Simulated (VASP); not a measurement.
Input of a VASP 6.6.1 run:

The input INCAR:

```
PREC = Accurate
ENCUT = 600
EDIFF = 1E-6
ISMEAR = 0
SIGMA = 0.1
LREAL = F
LASPH = T
NELM = 120
ALGO = Normal
ISIF = 2
LWAVE = F
LCHARG = T
GGA = PS
LELF = T
LVHAR = T
NBANDS = 43
GGA_COMPAT = F
```

KPOINTS

```
regular mesh
0
Gamma
  12 12 4
```

POSCAR

```
AlV2C
1.0
    2.8773591266      0.0000000000      0.0000000000
   -1.4386795633      2.4918660994      0.0000000000
    0.0000000000      0.0000000000     13.0204774048
Al V C
2 4 2
Direct
    0.3333333333      0.6666666667      0.2500000000
    0.6666666667      0.3333333333      0.7500000000
    0.3333333333      0.6666666667      0.5854154132
    0.6666666667      0.3333333333      0.4145845868
    0.6666666667      0.3333333333      0.0854154132
    0.3333333333      0.6666666667      0.9145845868
    0.0000000000      0.0000000000      0.0000000000
    0.0000000000      0.0000000000      0.5000000000
```

Potentials or basis: VASP PAW PBE potentials, release 64 (Al, V_sv, C).

The run is started by

```console
$ cat potpaw_PBE.64/Al/POTCAR potpaw_PBE.64/V_sv/POTCAR potpaw_PBE.64/C/POTCAR > POTCAR
$ mpirun -np 1 vasp_std > vasp.out
```

(1) What does it give for the band gap on the k mesh?

(2) Estimate the largest force.

## Answers

(1) zero (bands 33 and 34 overlap by 1.71 eV).

(2) 0.032 eV/Å.

Caveat: the PAW data sets were made with another functional, which shifts forces and pressure a little.
